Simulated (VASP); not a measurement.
Set up this calculation in VASP 6.6.1, as the native input.

| Property | Result |
| --- | --- |
| Task | single point |
| Functional | PBEsol |
| Potentials or basis | VASP PAW PBE potentials, release 64 (K_sv, Sr_sv, Cl) |
| Cutoff | 520 eV |
| k mesh | 4 × 4 × 4 |
| Occupations | gaussian, width 0.01 eV |
| Spin | no spin polarisation |
| Dipole correction | no |
| Further INCAR settings | ALGO = Normal; EDIFF = 1e-07; NBANDS = 28 |

The structure of KSrCl3 lies in POSCAR:

```
KSrCl3
1.0
    5.6362001317      0.0000000000      0.0000000000
    0.0000000000      5.6362001317      0.0000000000
    0.0000000000      0.0000000000      5.6362001317
K Sr Cl
1 1 3
Direct
    0.0000000000      0.0000000000      0.0000000000
    0.5000000000      0.5000000000      0.5000000000
    0.5000000000      0.5000000000      0.0000000000
    0.5000000000      0.0000000000      0.5000000000
    0.0000000000      0.5000000000      0.5000000000
```

These files were run (other wordings do the same):

INCAR

```
SYSTEM = KSrCl3
PREC = Accurate
ENCUT = 520
EDIFF = 1E-7
ISMEAR = 0
SIGMA = 0.01
LREAL = .FALSE.
LASPH = .TRUE.
NELM = 100
ALGO = Normal
ISIF = 2
LWAVE = .FALSE.
LCHARG = .TRUE.
GGA = PS
LELF = .TRUE.
LVHAR = .TRUE.
NBANDS = 28
```

KPOINTS

```
regular mesh
0
G
  4 4 4
  0 0 0
```

Potentials or basis: VASP PAW PBE potentials, release 64 (K_sv, Sr_sv, Cl).

Launch:

```console
$ cat potpaw_PBE.64/K_sv/POTCAR potpaw_PBE.64/Sr_sv/POTCAR potpaw_PBE.64/Cl/POTCAR > POTCAR
$ mpirun -np 1 vasp_std > vasp.out
```

It gave:

```json
{"Pressure": "-0.5 GPa", "Band gap on the k mesh": "4.41 eV (least direct gap 4.62 eV)"}
```

Caveat: the PAW data sets were made with another functional, which shifts forces and pressure a little.

It took 42 s on 1 thread of Intel(R) Xeon(R) Platinum 8375C CPU @ 2.90GHz (Ice Lake), on a shared host, peak memory 0.27 GiB.
